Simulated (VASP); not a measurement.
# Ge (P6_3/mmc) in VASP: further runs

Runs on Ge. Level: r2SCAN. Tasks: single point, relaxation of cell and atoms.

Program: VASP 6.6.1. These are calculated values, not measurements. Logs are shortened: lines on timing, memory, paths and dates and some standing lists are left out, and cuts for length are marked.

**1. The cell of the first run**

It takes space group P6_3/mmc (No. 194, hexagonal). The conventional cell has a = 2.985 Å, b = 2.985 Å, c = 9.381 Å, α = 90.00°, β = 90.00°, γ = 120.00°. Within 3.8 Å of Ge (site symmetry -3m) lie 12 Ge at 2.91 to 2.98 Å. Ge (site symmetry -6m2) has 12 Ge at 2.91 to 2.98 Å within 3.8 Å.

This isn't the form of Ge at room conditions, which is diamond.

**2. Single point, r2SCAN (18.09 Å³/atom)**

POSCAR reads:

```
Ge
1.0
    2.9845786197      0.0000000000      0.0000000000
   -1.4922893098      2.5847209042      0.0000000000
    0.0000000000      0.0000000000      9.3806729222
Ge
4
Direct
    1.0000000000      0.0000000000      1.0000000000
    1.0000000000      0.0000000000      0.5000000000
    0.3333333333      0.6666666667      0.2500000000
    0.6666666667      0.3333333333      0.7500000000
```

INCAR.step1 reads:

```
SYSTEM = Ge
ALGO = Normal
EDIFF = 1E-4
ENCUT = 520
GGA = PE
ISMEAR = -1
LASPH = .TRUE.
LCHARG = .FALSE.
LREAL = .FALSE.
LWAVE = .TRUE.
NBANDS = 36
NELM = 100
PREC = Accurate
SIGMA = 0.1
```

INCAR.step2 reads:

```
SYSTEM = Ge
ALGO = Normal
EDIFF = 1E-6
ENCUT = 520
ISIF = 2
ISMEAR = -1
ISTART = 1
LASPH = .TRUE.
LCHARG = .TRUE.
LELF = .TRUE.
LMIXTAU = .TRUE.
LREAL = .FALSE.
LVHAR = .TRUE.
LWAVE = .FALSE.
METAGGA = R2SCAN
NBANDS = 36
NELM = 100
PREC = Accurate
SIGMA = 0.1
```

KPOINTS reads:

```
k-points
0
G
  13 13 4
  0 0 0
```

Potentials or basis: VASP PAW PBE potentials, release 64 (Ge_d).

The run is started by

```bash
> cat potpaw_PBE.64/Ge_d/POTCAR > POTCAR
> cp INCAR.step1 INCAR
> mpirun -np 1 vasp_std > vasp.out
> cp INCAR.step2 INCAR
> mpirun -np 1 vasp_std > vasp.out
```

OUTCAR:

```text
SYSTEM = Ge
   EDIFF = 1E-6
   ENCUT = 520
   ISIF = 2
   ISMEAR = -1
   ISTART = 1
   LASPH = .TRUE.
   LREAL = .FALSE.
   METAGGA = R2SCAN
   NELM = 100
   PREC = Accurate

 ion  position               nearest neighbor table
   1  0.000  0.000  0.000-   3 2.91   4 2.91   3 2.91   4 2.91   4 2.91   3 2.91
   2  0.000  0.000  0.500-   3 2.91   4 2.91   3 2.91   4 2.91   4 2.91   3 2.91
   3  0.333  0.667  0.250-   1 2.91   2 2.91   1 2.91   2 2.91   1 2.91   2 2.91
   4  0.667  0.333  0.750-   1 2.91   2 2.91   1 2.91   2 2.91   1 2.91   2 2.91

  LATTYP: Found a hexagonal cell.
 ALAT       =     2.9845786197
 C/A-ratio  =     3.1430476853

  Lattice vectors:

 A1 = (   2.9845786197,   0.0000000000,   0.0000000000)
 A2 = (  -1.4922893098,   2.5847209042,   0.0000000000)
 A3 = (   0.0000000000,   0.0000000000,   9.3806729222)

Analysis of symmetry for initial positions (statically):
=====================================================================
 Subroutine PRICEL returns:
 Original cell was already a primitive cell.

 Routine SETGRP: Setting up the symmetry group for a
 hexagonal supercell.

 Subroutine GETGRP returns: Found 24 space group operations
 (whereof 12 operations were pure point group operations)
 out of a pool of 24 trial point group operations.

The static configuration has the point symmetry D_3d.
 The point group associated with its full space group is D_6h.

Analysis of symmetry for dynamics (positions and initial velocities):
=====================================================================
 Subroutine PRICEL returns:
 Original cell was already a primitive cell.

 Routine SETGRP: Setting up the symmetry group for a
 hexagonal supercell.

 Subroutine GETGRP returns: Found 24 space group operations
 (whereof 12 operations were pure point group operations)
 out of a pool of 24 trial point group operations.

The dynamic configuration has the point symmetry D_3d.
 The point group associated with its full space group is D_6h.

 Subroutine INISYM returns: Found 24 space group operations
 (whereof 12 operations are pure point group operations),
 and found     1 'primitive' translations

----------------------------------------------------------------------------------------

                                     Primitive cell

  volume of cell :      72.3654

  direct lattice vectors                    reciprocal lattice vectors
     2.984578620  0.000000000  0.000000000     0.335055674  0.193444483  0.000000000
    -1.492289310  2.584720904  0.000000000     0.000000000  0.386888967  0.000000000
     0.000000000  0.000000000  9.380672922     0.000000000  0.000000000  0.106602160

  length of vectors
     2.984578620  2.984578620  9.380672922     0.386888967  0.386888967  0.106602160

  position of ions in fractional coordinates (direct lattice)
     0.000000000  0.000000000  0.000000000
     0.000000000  0.000000000  0.500000000
     0.333333333  0.666666667  0.250000000
     0.666666667  0.333333333  0.750000000

  ion indices of the primitive-cell ions
   primitive index   ion index
                 1           1
                 2           2
                 3           3
                 4           4

----------------------------------------------------------------------------------------

 KPOINTS: k-points

Automatic generation of k-mesh.
 Grid dimensions read from file:
 generate k-points for:   13   13    4

 Generating k-lattice:

  Cartesian coordinates                     Fractional coordinates (reciprocal lattice)
     0.025773513  0.014880345  0.000000000     0.076923077  0.000000000  0.000000000
     0.000000000  0.029760690  0.000000000     0.000000000  0.076923077  0.000000000
     0.000000000  0.000000000  0.026650540     0.000000000  0.000000000  0.250000000

  Length of vectors
     0.029760690  0.029760690  0.026650540

  Shift w.r.t. Gamma in fractional coordinates (k-lattice)
     0.000000000  0.000000000  0.000000000

 Subroutine IBZKPT returns following result:
 ===========================================

 Found     63 irreducible k-points:

 Following reciprocal coordinates:
            Coordinates               Weight
  0.000000  0.000000  0.000000      1.000000
  0.076923  0.000000  0.000000      6.000000
  0.153846  0.000000  0.000000      6.000000
  0.230769 -0.000000  0.000000      6.000000
  0.307692  0.000000  0.000000      6.000000
  0.384615  0.000000  0.000000      6.000000
[... 16 lines left out ...]
  0.076923  0.000000  0.250000     12.000000
  0.153846  0.000000  0.250000     12.000000
 [... further k-points ...]
   k-points           NKPTS =     63   k-points in BZ     NKDIM =     63   number of bands    NBANDS=     36
   number of dos      NEDOS =    301   number of ions     NIONS =      4
   total plane-waves  NPLWV =  40320
   dimension x,y,z NGX =    24 NGY =   24 NGZ =   70
   dimension x,y,z NGXF=    48 NGYF=   48 NGZF=  140
   ions per type =               4
   NGX,Y,Z   is equivalent  to a cutoff of  13.37, 13.37, 12.41 a.u.
   NGXF,Y,Z  is equivalent  to a cutoff of  26.74, 26.74, 24.81 a.u.
 SYSTEM =  Ge
   PREC   = accura    normal or accurate (medium, high low for compatibility)
   ISTART =      1    job   : 0-new  1-cont  2-samecut
   ICHARG =      0    charge: 1-file 2-atom 10-const
   ISPIN  =      1    spin polarized calculation?
   LNONCOLLINEAR =      F non collinear calculations
   LSORBIT =      F    spin-orbit coupling
   LASPH  =      T    aspherical Exc in radial PAW
   ENCUT  =  520.0 eV  38.22 Ry    6.18 a.u.   5.55  5.55 17.44*2*pi/ulx,y,z
   NELM   =    100;   NELMIN=  2; NELMDL=  0     # of ELM steps
   EDIFF  = 0.1E-05   stopping-criterion for ELM
   LREAL  =      F    real-space projection
   EDIFFG = 0.1E-04   stopping-criterion for IOM
   NSW    =      0    number of steps for IOM
   IBRION =     -1    ionic relax: 0-MD 1-quasi-New 2-CG
   NFREE  =      0    steps in history (QN), initial steepest desc. (CG)
   ISIF   =      2    stress and relaxation
   ISYM   =      2    0-nonsym 1-usesym 2-fastsym
   POTIM  = 0.5000    time-step for ionic-motion
   TEBEG  =    0.0;   TEEND  =   0.0 temperature during run
   PSTRESS=    0.0 pullay stress
   NELECT =      56.0000    total number of electrons
   NUPDOWN=      -1.0000    fix difference up-down
   EMIN   =  10.00;   EMAX   =-10.00  energy-range for DOS
   EFERMI =   0.00;   METHOD = LEGACY
   ISMEAR =    -1;   SIGMA  =   0.10  broadening in eV -4-tet -1-fermi 0-gaus
   EFERMI_NEDOS =   21; number of points for ismear=-14 and -15
   IALGO  =     38    algorithm
   IMIX   =      4    mixing-type and parameters
     AMIX     =   0.40;   BMIX     =  1.00
     AMIX_MAG =   1.60;   BMIX_MAG =  1.00
  volume/ion in A,a.u.               =      18.09       122.09
  Fermi-wavevector in a.u.,A,eV,Ry     =   1.503006  2.840269 30.735915  2.259026
  Thomas-Fermi vector in A             =   2.614172
   LORBIT       =      0    0 simple, 1 ext, 2 COOP (PROOUT), +10 PAW based schemes
   METAGGA = R2SCAN    functional components
   LHFCALC =     F    Hartree Fock is set to
   AEXX    =    0.0000 exact exchange contribution
   IVDW    =     0    specifies the selected vdW correction
   LEPSILON=     F    determine dielectric tensor
   LRPA    =     F    only Hartree local field effects (RPA)
 non-spin polarized calculation
  energy-cutoff  :      520.00
  volume of cell :       72.37
 maximum number of plane-waves:      1991
 NGX is ok and might be reduce to    24
   NGX = 11   NGY = 11   NGZ = 35

 number of electron      55.9999966 magnetization

 Free energy of the ion-electron system (eV)
  ---------------------------------------------------
  ext. energy  EPLUGINS =         0.00000000
  ---------------------------------------------------
  free energy    TOTEN  =       -53.14070918 eV

  energy without entropy =      -53.07967233  energy(sigma->0) =      -53.11019076

 E-fermi :   7.2191     XC(G=0): -12.7182

 val. band max:        7.1976385921   @ k =   0.1538   0.0000   0.2500
 cond. band min:       7.2197542403   @ k =   0.3846   0.0000   0.2500
 fundamental gap:      0.0221156481
 Fermi energy:         7.2190900860

 k-point     1 :       0.0000    0.0000    0.0000
  band No.  band energies     occupation
      1     -18.3695      2.00000
      2     -18.3636      2.00000
      3     -18.3615      2.00000
      4     -18.3614      2.00000
      5     -18.3609      2.00000
      6     -18.3609      2.00000
[... 28 lines left out ...]
     35      16.5396      0.00000
     36      17.8461      0.00000

 k-point     2 :       0.0769    0.0000    0.0000
  band No.  band energies     occupation
      1     -18.3677      2.00000
      2     -18.3674      2.00000
      3     -18.3618      2.00000
      4     -18.3595      2.00000
      5     -18.3578      2.00000
      6     -18.3563      2.00000
[... 28 lines left out ...]
     35      16.7297      0.00000
     36      17.3977      0.00000

 k-point     3 :       0.1538    0.0000    0.0000
  band No.  band energies     occupation
      1     -18.3774      2.00000
      2     -18.3712      2.00000
      3     -18.3658      2.00000
      4     -18.3538      2.00000
      5     -18.3523      2.00000
      6     -18.3495      2.00000
[... 28 lines left out ...]
     35      16.2622      0.00000
     36      16.6913      0.00000
[... 742 lines left out ...]
 k-point    23 :       0.0769    0.0000    0.2500
  band No.  band energies     occupation
      1     -18.3682      2.00000
      2     -18.3678      2.00000
      3     -18.3587      2.00000
      4     -18.3584      2.00000
      5     -18.3561      2.00000
      6     -18.3540      2.00000
[... 28 lines left out ...]
     35      16.5529      0.00000
     36      16.6580      0.00000

 k-point    24 :       0.1538    0.0000    0.2500
  band No.  band energies     occupation
      1     -18.3773      2.00000
      2     -18.3738      2.00000
      3     -18.3626      2.00000
      4     -18.3539      2.00000
      5     -18.3499      2.00000
      6     -18.3499      2.00000
[... 28 lines left out ...]
     35      15.9919      0.00000
     36      16.3765      0.00000

 [... further k-points ...]

------------------------ aborting loop because EDIFF is reached ----------------------------------------

  FORCE on cell =-STRESS in cart. coord.  units (eV):
  Direction    XX          YY          ZZ          XY          YZ          ZX
  --------------------------------------------------------------------------------------
  -------------------------------------------------------------------------------------
  Total        1.0341166      1.0341166      2.1072268      0.0000000      0.0000000      0.0000000
  in kB       22.8954634     22.8954634     46.6542478      0.0000000      0.0000000      0.0000000
  external PRESSURE =      30.8150582 kB  Pullay stress =       0.0000000 kB

 VOLUME and BASIS-vectors are now :
 -----------------------------------------------------------------------------
  energy-cutoff  :      520.00
  volume of cell :       72.37
      direct lattice vectors                 reciprocal lattice vectors
     2.984578620  0.000000000  0.000000000     0.335055674  0.193444483  0.000000000
    -1.492289310  2.584720904  0.000000000     0.000000000  0.386888967  0.000000000
     0.000000000  0.000000000  9.380672922     0.000000000  0.000000000  0.106602160

 POSITION                                       TOTAL-FORCE (eV/Angst)
 -----------------------------------------------------------------------------------
      0.00000      0.00000      0.00000        -0.000000      0.000000     -0.000000
      0.00000      0.00000      4.69034        -0.000000      0.000000     -0.000000
     -0.00000      1.72315      2.34517         0.000000      0.000000     -0.000000
      1.49229      0.86157      7.03550        -0.000000      0.000000      0.000000
 -----------------------------------------------------------------------------------
    total drift:                               -0.000000      0.000000      0.000000

  FREE ENERGIE OF THE ION-ELECTRON SYSTEM (eV)
  ---------------------------------------------------
  free  energy   TOTEN  =       -53.1407091816 eV

  energy  without entropy=      -53.0796723308  energy(sigma->0) =      -53.11019076
```

Wall time 5.3 min (1 thread of AMD EPYC 9R45 (Zen 5), shared host); peak memory 0.24 GiB.

Results:

| Item | Value |
| --- | --- |
| Free energy | -53.1407 eV |
| Pressure | 3.1 GPa |
| Band gap on the k mesh | zero (bands 28 and 29 overlap by 10.14 eV) |

Stress tensor (GPa, compression positive):
```
2.29 0.00 0.00
0.00 2.29 0.00
0.00 0.00 4.67
```

Caveat: the cell stands under pressure; the PAW data sets were made with another functional, which shifts forces and pressure a little.

**3. Relaxation of cell and atoms, r2SCAN**

This run uses another cell than the first one, of 19.24 Å³/atom.

POSCAR reads:

```
Ge
1.0
    3.0076538696      0.0000000000      0.0000000000
   -1.5038269348      2.6047046568      0.0000000000
    0.0000000000      0.0000000000      9.8229975381
Ge
4
Direct
    0.0000000000      0.0000000000      0.0000000000
    0.0000000000      0.0000000000      0.5000000000
    0.3333333333      0.6666666667      0.2500000000
    0.6666666667      0.3333333333      0.7500000000
```

INCAR.step1 reads:

```
SYSTEM = Ge
PREC = Accurate
ENCUT = 600
ISMEAR = -1
SIGMA = 0.1
LREAL = .False.
LASPH = .True.
NELM = 80
GGA = PE
ALGO = Normal
EDIFF = 1E-4
LWAVE = .True.
LCHARG = .False.
```

INCAR.step2 reads:

```
SYSTEM = Ge
PREC = Accurate
ENCUT = 600
EDIFF = 1E-7
ISMEAR = -1
SIGMA = 0.1
LREAL = .False.
LASPH = .True.
NELM = 80
ALGO = Normal
ISIF = 3
LWAVE = .False.
LCHARG = .False.
METAGGA = R2SCAN
LMIXTAU = .True.
IBRION = 2
NSW = 80
EDIFFG = -0.01
ISTART = 1
```

KPOINTS reads:

```
Automatic mesh
0
Gamma
  12 12 4
  0 0 0
```

Potentials or basis: VASP PAW PBE potentials, release 64 (Ge_d).

The run is started by

```bash
> cat potpaw_PBE.64/Ge_d/POTCAR > POTCAR
> cp INCAR.step1 INCAR
> mpirun -np 1 vasp_std > vasp.out
> cp INCAR.step2 INCAR
> mpirun -np 1 vasp_std > vasp.out
```

Wall time 26 min (1 thread of Oxide Virtual Turin-like, shared host); peak memory 0.27 GiB.

Results (log left out):

```yaml
Free_energy: -53.1783 eV
Relaxed_volume: 18.87 Å³/atom
Relaxed_cell: a = 2.989 Å, b = 2.989 Å, c = 9.761 Å, α = 90.00°, β = 90.00°, γ = 120.00°
Space_group_after_relaxing_to_0.1_Å: P6_3/mmc (No. 194)
Energy_gained_by_relaxing: 1.4 meV/atom
Ionic_steps: 3
Pressure_after_relaxing: 0.0 GPa
Band_gap_on_the_k_mesh: zero (bands 28 and 29 overlap by 10.52 eV)
```

Stress tensor (GPa, compression positive):
```
 0.04  0.00  0.00
 0.00  0.04  0.00
 0.00  0.00 -0.08
```

The path:
```tsv
step	energy change (eV)	largest force (eV/Å)	pressure (GPa)	volume (Å³)
1	0.0000	0.0000	-1.19	76.95
2	-0.0055	0.0000	0.11	75.38
3	-0.0056	0.0000	0.00	75.50
```

Final structure:
```
CELL_PARAMETERS angstrom
2.98852 0.00000 0.00000
-1.49426 2.58813 0.00000
0.00000 0.00000 9.76099
ATOMIC_POSITIONS crystal
Ge 0.00000 0.00000 0.00000
Ge 0.00000 0.00000 0.50000
Ge 0.33333 0.66667 0.25000
Ge 0.66667 0.33333 0.75000
```

Levels at points of the mesh, in eV from the Fermi level:
```csv
k point,band 26,band 27,band 28,band 29,band 30,band 31
"(0.00, 0.00, 0.00)",1.30,1.31,7.21,7.21,8.04,8.04
"(0.50, 0.00, 0.00)",-5.23,-2.38,-1.97,-0.46,0.58,2.76
"(0.00, 0.00, 0.50)",-3.08,6.22,6.22,7.46,7.46,7.46
"(0.50, 0.00, 0.50)",-4.30,-3.72,-3.72,1.83,1.83,3.18
```

Caveat: the PAW data sets were made with another functional, which shifts forces and pressure a little.
